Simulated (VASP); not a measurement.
# CuI (P6_3/mmc) in VASP: further runs

The runs below take CuI through single point, with LDA, PBE, r2SCAN.

Program: VASP 6.6.1. These are calculated values, not measurements. Logs are shortened: lines on timing, memory, paths and dates and some standing lists are left out, and cuts for length are marked.

### Step 1. The cell of the first run

Symmetry: P6_3/mmc, No. 194, hexagonal system. The conventional cell has a = 4.376 Å, b = 4.376 Å, c = 7.254 Å, α = 90.00°, β = 90.00°, γ = 120.00°. Within 3.3 Å of Cu (site symmetry -6m2) lie 3 I at 2.53 Å. Within 3.3 Å of I (site symmetry -6m2) lie 3 Cu at 2.53 Å.

### Step 2. Single point, LDA

INCAR

```
SYSTEM = CuI
  PREC = Accurate
  ENCUT = 520
  EDIFF = 1E-6
  ISMEAR = 0
  SIGMA = 0.01
  LREAL = .FALSE.
  LASPH = .TRUE.
  NELM = 60
  ALGO = Normal
  ISIF = 2
  LWAVE = .FALSE.
  LCHARG = .FALSE.
  NBANDS = 26
```

KPOINTS

```
regular mesh
0
G
  6 6 4
  0 0 0
```

POSCAR

```
CuI
1.0
    4.3755374598      0.0000000000      0.0000000000
   -2.1877687299      3.7893265954      0.0000000000
    0.0000000000      0.0000000000      7.2537939909
Cu I
2 2
Direct
    0.3333333333      0.6666666667      0.2500000000
    0.6666666667      0.3333333333      0.7500000000
    0.6666666667      0.3333333333      0.2500000000
    0.3333333333      0.6666666667      0.7500000000
```

Potentials or basis: VASP PAW LDA potentials, release 64 (Cu, I).

Started as:

```
cat potpaw_LDA.64/Cu/POTCAR potpaw_LDA.64/I/POTCAR > POTCAR
mpirun -np 1 vasp_std > vasp.out
```

OUTCAR:

```text
SYSTEM = CuI
   PREC = Accurate
   ENCUT = 520
   EDIFF = 1E-6
   ISMEAR = 0
   LREAL = .FALSE.
   LASPH = .TRUE.
   NELM = 60
   ISIF = 2

 ion  position               nearest neighbor table
   1  0.333  0.667  0.250-   3 2.53   3 2.53   3 2.53
   2  0.667  0.333  0.750-   4 2.53   4 2.53   4 2.53
   3  0.667  0.333  0.250-   1 2.53   1 2.53   1 2.53
   4  0.333  0.667  0.750-   2 2.53   2 2.53   2 2.53

  LATTYP: Found a hexagonal cell.
 ALAT       =     4.3755374598
 C/A-ratio  =     1.6578063969

  Lattice vectors:

 A1 = (   4.3755374598,   0.0000000000,   0.0000000000)
 A2 = (  -2.1877687299,   3.7893265954,   0.0000000000)
 A3 = (   0.0000000000,   0.0000000000,   7.2537939909)

Analysis of symmetry for initial positions (statically):
=====================================================================
 Subroutine PRICEL returns:
 Original cell was already a primitive cell.

 Routine SETGRP: Setting up the symmetry group for a
 hexagonal supercell.

 Subroutine GETGRP returns: Found 24 space group operations
 (whereof 12 operations were pure point group operations)
 out of a pool of 24 trial point group operations.

The static configuration has the point symmetry D_3d.
 The point group associated with its full space group is D_6h.

Analysis of symmetry for dynamics (positions and initial velocities):
=====================================================================
 Subroutine PRICEL returns:
 Original cell was already a primitive cell.

 Routine SETGRP: Setting up the symmetry group for a
 hexagonal supercell.

 Subroutine GETGRP returns: Found 24 space group operations
 (whereof 12 operations were pure point group operations)
 out of a pool of 24 trial point group operations.

The dynamic configuration has the point symmetry D_3d.
 The point group associated with its full space group is D_6h.

 Subroutine INISYM returns: Found 24 space group operations
 (whereof 12 operations are pure point group operations),
 and found     1 'primitive' translations

----------------------------------------------------------------------------------------

                                     Primitive cell

  volume of cell :     120.2704

  direct lattice vectors                    reciprocal lattice vectors
     4.375537460  0.000000000  0.000000000     0.228543352  0.131949566  0.000000000
    -2.187768730  3.789326595  0.000000000     0.000000000  0.263899132  0.000000000
     0.000000000  0.000000000  7.253793991     0.000000000  0.000000000  0.137858892

  length of vectors
     4.375537460  4.375537460  7.253793991     0.263899132  0.263899132  0.137858892

  position of ions in fractional coordinates (direct lattice)
     0.333333333  0.666666667  0.250000000
     0.666666667  0.333333333  0.750000000
     0.666666667  0.333333333  0.250000000
     0.333333333  0.666666667  0.750000000

  ion indices of the primitive-cell ions
   primitive index   ion index
                 1           1
                 2           2
                 3           3
                 4           4

----------------------------------------------------------------------------------------

 KPOINTS: regular mesh

Automatic generation of k-mesh.
 Grid dimensions read from file:
 generate k-points for:    6    6    4

 Generating k-lattice:

  Cartesian coordinates                     Fractional coordinates (reciprocal lattice)
     0.038090559  0.021991594  0.000000000     0.166666667  0.000000000  0.000000000
     0.000000000  0.043983189  0.000000000     0.000000000  0.166666667  0.000000000
     0.000000000  0.000000000  0.034464723     0.000000000  0.000000000  0.250000000

  Length of vectors
     0.043983189  0.043983189  0.034464723

  Shift w.r.t. Gamma in fractional coordinates (k-lattice)
     0.000000000  0.000000000  0.000000000

 Subroutine IBZKPT returns following result:
 ===========================================

 Found     21 irreducible k-points:

 Following reciprocal coordinates:
            Coordinates               Weight
  0.000000  0.000000  0.000000      1.000000
  0.166667  0.000000  0.000000      6.000000
  0.333333  0.000000  0.000000      6.000000
  0.500000  0.000000  0.000000      3.000000
  0.166667  0.166667  0.000000      6.000000
  0.333333  0.166667  0.000000     12.000000
[... 13 lines left out ...]
  0.333333  0.166667  0.500000     12.000000
  0.333333  0.333333  0.500000      2.000000
   k-points           NKPTS =     21   k-points in BZ     NKDIM =     21   number of bands    NBANDS=     26
   number of dos      NEDOS =    301   number of ions     NIONS =      4
   total plane-waves  NPLWV =  69984
   dimension x,y,z NGX =    36 NGY =   36 NGZ =   54
   dimension x,y,z NGXF=    72 NGYF=   72 NGZF=  108
   ions per type =               2   2
   NGX,Y,Z   is equivalent  to a cutoff of  13.68, 13.68, 12.38 a.u.
   NGXF,Y,Z  is equivalent  to a cutoff of  27.36, 27.36, 24.75 a.u.
 SYSTEM =  CuI
   PREC   = accura    normal or accurate (medium, high low for compatibility)
   ISTART =      0    job   : 0-new  1-cont  2-samecut
   ICHARG =      2    charge: 1-file 2-atom 10-const
   ISPIN  =      1    spin polarized calculation?
   LNONCOLLINEAR =      F non collinear calculations
   LSORBIT =      F    spin-orbit coupling
   LASPH  =      T    aspherical Exc in radial PAW
   ENCUT  =  520.0 eV  38.22 Ry    6.18 a.u.   8.14  8.14 13.49*2*pi/ulx,y,z
   NELM   =     60;   NELMIN=  2; NELMDL= -5     # of ELM steps
   EDIFF  = 0.1E-05   stopping-criterion for ELM
   LREAL  =      F    real-space projection
   EDIFFG = 0.1E-04   stopping-criterion for IOM
   NSW    =      0    number of steps for IOM
   IBRION =     -1    ionic relax: 0-MD 1-quasi-New 2-CG
   NFREE  =      0    steps in history (QN), initial steepest desc. (CG)
   ISIF   =      2    stress and relaxation
   ISYM   =      2    0-nonsym 1-usesym 2-fastsym
   POTIM  = 0.5000    time-step for ionic-motion
   TEBEG  =    0.0;   TEEND  =   0.0 temperature during run
   PSTRESS=    0.0 pullay stress
   NELECT =      36.0000    total number of electrons
   NUPDOWN=      -1.0000    fix difference up-down
   EMIN   =  10.00;   EMAX   =-10.00  energy-range for DOS
   EFERMI =   0.00;   METHOD = LEGACY
   ISMEAR =     0;   SIGMA  =   0.01  broadening in eV -4-tet -1-fermi 0-gaus
   EFERMI_NEDOS =   21; number of points for ismear=-14 and -15
   IALGO  =     38    algorithm
   IMIX   =      4    mixing-type and parameters
     AMIX     =   0.40;   BMIX     =  1.00
     AMIX_MAG =   1.60;   BMIX_MAG =  1.00
  volume/ion in A,a.u.               =      30.07       202.91
  Fermi-wavevector in a.u.,A,eV,Ry     =   1.095106  2.069450 16.316881  1.199257
  Thomas-Fermi vector in A             =   2.231423
   LORBIT       =      0    0 simple, 1 ext, 2 COOP (PROOUT), +10 PAW based schemes
   GGA     = CA    functional components
   LHFCALC =     F    Hartree Fock is set to
   AEXX    =    0.0000 exact exchange contribution
   IVDW    =     0    specifies the selected vdW correction
   LEPSILON=     F    determine dielectric tensor
   LRPA    =     F    only Hartree local field effects (RPA)
 non-spin polarized calculation
 Gauss-broadening in eV      SIGMA  =   0.01
  energy-cutoff  :      520.00
  volume of cell :      120.27
 maximum number of plane-waves:      3266
 NGX is ok and might be reduce to    36
   NGX = 17   NGY = 17   NGZ = 27

 number of electron      35.9999991 magnetization

 Free energy of the ion-electron system (eV)
  ---------------------------------------------------
  ext. energy  EPLUGINS =         0.00000000
  ---------------------------------------------------
  free energy    TOTEN  =       -13.36202716 eV

  energy without entropy =      -13.36202716  energy(sigma->0) =      -13.36202716

 E-fermi :   3.4168     XC(G=0):  -8.9341

 val. band max:        3.3646827649   @ k =   0.0000   0.0000   0.0000
 cond. band min:       4.4535314413   @ k =   0.0000   0.0000   0.0000
 fundamental gap:      1.0888486764
 Fermi energy:         3.4168393317

 k-point     1 :       0.0000    0.0000    0.0000
  band No.  band energies     occupation
      1     -10.3398      2.00000
      2      -9.9766      2.00000
      3      -0.9371      2.00000
      4      -0.6839      2.00000
      5      -0.6839      2.00000
      6      -0.5578      2.00000
[... 18 lines left out ...]
     25      10.1378      0.00000
     26      10.1611      0.00000

 k-point     2 :       0.1667    0.0000    0.0000
  band No.  band energies     occupation
      1     -10.2358      2.00000
      2      -9.9065      2.00000
      3      -1.0437      2.00000
      4      -0.8851      2.00000
      5      -0.7952      2.00000
      6      -0.6473      2.00000
[... 18 lines left out ...]
     25       9.7580      0.00000
     26       9.7766      0.00000

 k-point     3 :       0.3333    0.0000    0.0000
  band No.  band energies     occupation
      1      -9.9982      2.00000
      2      -9.7718      2.00000
      3      -1.7633      2.00000
      4      -1.5127      2.00000
      5      -0.5471      2.00000
      6      -0.4304      2.00000
[... 18 lines left out ...]
     25      10.5676      0.00000
     26      11.0307      0.00000

 k-point     4 :       0.5000    0.0000    0.0000
  band No.  band energies     occupation
      1      -9.8483      2.00000
      2      -9.7217      2.00000
      3      -2.1115      2.00000
      4      -1.8195      2.00000
      5      -0.4823      2.00000
      6      -0.1421      2.00000
[... 18 lines left out ...]
     25      10.8415      0.00000
     26      10.8469      0.00000
[... 409 lines left out ...]
      1      -9.9361      2.00000
      2      -9.9361      2.00000
      3      -1.5129      2.00000
      4      -1.5129      2.00000
      5      -0.5277      2.00000
      6      -0.5277      2.00000
[... 18 lines left out ...]
     25      10.6331      0.00000
     26      10.6331      0.00000

 k-point    20 :       0.3333    0.1667    0.5000
  band No.  band energies     occupation
      1      -9.7852      2.00000
      2      -9.7852      2.00000
      3      -1.9201      2.00000
      4      -1.9201      2.00000
      5      -0.5582      2.00000
      6      -0.5582      2.00000
[... 18 lines left out ...]
     25      10.6123      0.00000
     26      10.6123      0.00000

 k-point    21 :       0.3333    0.3333    0.5000
  band No.  band energies     occupation
      1      -9.7336      2.00000
      2      -9.7336      2.00000
      3      -1.8740      2.00000
      4      -1.8740      2.00000
      5      -0.8377      2.00000
      6      -0.8377      2.00000
[... 18 lines left out ...]
     25      10.7270      0.00000
     26      10.7270      0.00000

------------------------ aborting loop because EDIFF is reached ----------------------------------------

  FORCE on cell =-STRESS in cart. coord.  units (eV):
  Direction    XX          YY          ZZ          XY          YZ          ZX
  --------------------------------------------------------------------------------------
  -------------------------------------------------------------------------------------
  Total       -2.8490010     -2.8490010     -1.2401947      0.0000000      0.0000000      0.0000000
  in kB      -37.9528608    -37.9528608    -16.5212080      0.0000000      0.0000000      0.0000000
  external PRESSURE =     -30.8089765 kB  Pullay stress =       0.0000000 kB

 VOLUME and BASIS-vectors are now :
 -----------------------------------------------------------------------------
  energy-cutoff  :      520.00
  volume of cell :      120.27
      direct lattice vectors                 reciprocal lattice vectors
     4.375537460  0.000000000  0.000000000     0.228543352  0.131949566  0.000000000
    -2.187768730  3.789326595  0.000000000     0.000000000  0.263899132  0.000000000
     0.000000000  0.000000000  7.253793991     0.000000000  0.000000000  0.137858892

 POSITION                                       TOTAL-FORCE (eV/Angst)
 -----------------------------------------------------------------------------------
     -0.00000      2.52622      1.81345         0.000000      0.000000      0.000000
      2.18777      1.26311      5.44035        -0.000000      0.000000      0.000000
      2.18777      1.26311      1.81345        -0.000000      0.000000      0.000000
     -0.00000      2.52622      5.44035         0.000000      0.000000      0.000000
 -----------------------------------------------------------------------------------
    total drift:                               -0.000000      0.000000      0.000000

  FREE ENERGIE OF THE ION-ELECTRON SYSTEM (eV)
  ---------------------------------------------------
  free  energy   TOTEN  =       -13.3620271619 eV

  energy  without entropy=      -13.3620271619  energy(sigma->0) =      -13.36202716
```

Run time: 55 s. Hardware: 1 thread of Intel Xeon Platinum 8488C (Sapphire Rapids), shared host; peak memory 0.23 GiB.

Results:

```
Free energy            : -13.3620 eV
Pressure               : -3.1 GPa
Band gap on the k mesh : 1.09 eV, direct
```

Stress tensor (GPa, compression positive):
```
-3.80  0.00  0.00
 0.00 -3.80  0.00
 0.00  0.00 -1.65
```

Caveat: spin-orbit coupling is left out, which moves the levels of the heavy elements. A k mesh can miss the band edges.

[end of part 1 of 2]
